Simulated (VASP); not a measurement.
A run of VASP 6.6.1:

INCAR

```
PREC     = Accurate       # precision mode
ENCUT    = 520            # plane-wave cutoff, eV
EDIFF    = 1E-7           # SCF threshold, eV
ISMEAR   = 0              # smearing method
SIGMA    = 0.15           # smearing width, eV
LREAL    = F              # projectors in reciprocal space
LASPH    = T              # aspherical terms in the spheres
NELM     = 100            # most SCF steps
ALGO     = Normal         # electronic algorithm
ISIF     = 2              # what is computed and relaxed
LWAVE    = F              # write WAVECAR
LCHARG   = F              # write CHGCAR
GGA      = PE             # functional
IVDW     = 12             # dispersion correction
NBANDS   = 14             # bands
```

KPOINTS

```
regular mesh
0
Gamma
  18 18 6
```

POSCAR

```
Al
1.0
    2.7762897321      0.0000000000      0.0000000000
   -1.3881448661      2.4043374363      0.0000000000
    0.0000000000      0.0000000000      9.8766507221
Al
4
Direct
    0.0000000000      0.0000000000      0.0000000000
    0.3333333333      0.6666666667      0.2500000000
    0.0000000000      0.0000000000      0.5000000000
    0.6666666667      0.3333333333      0.7500000000
```

Potentials or basis: VASP PAW PBE potentials, release 64 (Al).

Command:

```console
$ cat potpaw_PBE.64/Al/POTCAR > POTCAR
$ mpirun -np 1 vasp_std > vasp.out
```

Hardware: 1 thread of Intel Xeon 8259CL, on a shared host.

**Question.** How long does it take, and how much memory?

**Answer.** It took 3.1 min on 1 thread of Intel Xeon 8259CL, on a shared host, peak memory 0.26 GiB. Counts: scf iterations 13, k points 148.
